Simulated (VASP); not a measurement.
Write the native input for VASP 6.6.1 that does the following.

```
Task                   : single point
Functional             : PBE
Potentials or basis    : VASP PAW PBE potentials, release 64 (Li_sv, H)
Cutoff                 : 520 eV
k mesh                 : 10 × 10 × 10
Occupations            : fermi-dirac, width 0.02 eV
Spin                   : no spin polarisation
Dipole correction      : no
Further INCAR settings : ALGO = Normal; EDIFF = 1e-06; NBANDS = 9
```

The structure of LiH lies in POSCAR:

```
LiH
1.0
    2.5152510574      0.0135923457      0.0135923457
    0.0135923457      2.5152510574      0.0135923457
    0.0135923457      0.0135923457      2.5152510574
Li H
1 1
Direct
    0.0000000000      0.0000000000      0.0000000000
    0.5000000000      0.5000000000      0.5000000000
```

This cell differs from its parent crystal: strain along [111] +1.6%.

These files were run (other wordings do the same):

INCAR

```
PREC = Accurate ; ENCUT = 520
EDIFF = 1E-6 ; ISMEAR = -1
SIGMA = 0.02 ; LREAL = False
LASPH = True ; NELM = 80
ALGO = Normal ; ISIF = 2
LWAVE = False ; LCHARG = False
GGA = PE ; NBANDS = 9
```

KPOINTS

```
Automatic mesh
0
Gamma
  10 10 10
```

Potentials or basis: VASP PAW PBE potentials, release 64 (Li_sv, H).

The run is started by

```console
$ cat potpaw_PBE.64/Li_sv/POTCAR potpaw_PBE.64/H/POTCAR > POTCAR
$ mpirun -np 1 vasp_std > vasp.out
```

It gave:

| Quantity | Value |
| --- | --- |
| Band gap on the k mesh | 0.75 eV, indirect (least direct gap 4.10 eV) |

Caveat: the cell differs from its parent crystal (strain along [111] +1.6%).

Wall time 8.4 s on 1 thread of Intel(R) Xeon(R) Platinum 8124M CPU @ 3.00GHz (Skylake/Cascade Lake), on a shared host, peak memory 0.13 GiB.
